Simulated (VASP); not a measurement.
Write the native input for VASP 6.6.1 that does the following.

```
Task                   : single point
Functional             : PBE
Potentials or basis    : VASP PAW PBE potentials, release 64 (Zr_sv, Sn_d, S)
Cutoff                 : 520 eV
k mesh                 : 6 × 6 × 2
Occupations            : gaussian, width 0.1 eV
Spin                   : no spin polarisation
Dipole correction      : no
Further INCAR settings : ALGO = Normal; EDIFF = 1e-07; NBANDS = 38
```

The structure of ZrSn2S3 lies in POSCAR:

```
ZrSn2S3
1.0
    4.0986555600      0.0000000000      0.0000000000
   -2.0493277800      3.5495398300      0.0000000000
    0.0000000000      0.0000000000     10.1108245200
Zr Sn S
1 2 3
Direct
    0.0000000000      0.0000000000      0.0000000000
    0.3333333300      0.6666666700      0.6686666600
    0.6666666700      0.3333333300      0.3313333400
    0.3333333300      0.6666666700      0.1657571800
    0.6666666700      0.3333333300      0.8342428200
    0.0000000000      0.0000000000      0.5000000000
```

The cell was built from a structure type or drawn by symmetry, and may not be a known phase.

One way to write it, as run:

INCAR

```
SYSTEM = ZrSn2S3
  PREC = Accurate
  ENCUT = 520
  EDIFF = 1E-7
  ISMEAR = 0
  SIGMA = 0.1
  LREAL = .False.
  LASPH = .True.
  NELM = 100
  ALGO = Normal
  ISIF = 2
  LWAVE = .False.
  LCHARG = .True.
  GGA = PE
  LELF = .True.
  LVHAR = .True.
  NBANDS = 38
```

KPOINTS

```
regular mesh
0
Gamma
  6 6 2
  0 0 0
```

Potentials or basis: VASP PAW PBE potentials, release 64 (Zr_sv, Sn_d, S).

The run is started by

```console
$ cat potpaw_PBE.64/Zr_sv/POTCAR potpaw_PBE.64/Sn_d/POTCAR potpaw_PBE.64/S/POTCAR > POTCAR
$ mpirun -np 1 vasp_std > vasp.out
```

Results of the run:

```json
{
 "Pressure": "-5.3 GPa",
 "Largest force": "1.393 eV/Å",
 "Band gap on the k mesh": "zero (bands 29 and 30 overlap by 0.60 eV)"
}
```

Caveat: the cell stands under tension; spin-orbit coupling is left out, which moves the levels of the heavy elements; forces of over 1 eV/Å act on the atoms, so gaps and moduli don't describe the material at rest.

Run time: 110 s on 1 thread of Intel(R) Xeon(R) Platinum 8375C CPU @ 2.90GHz (Ice Lake) (shared host), peak memory 0.29 GiB.
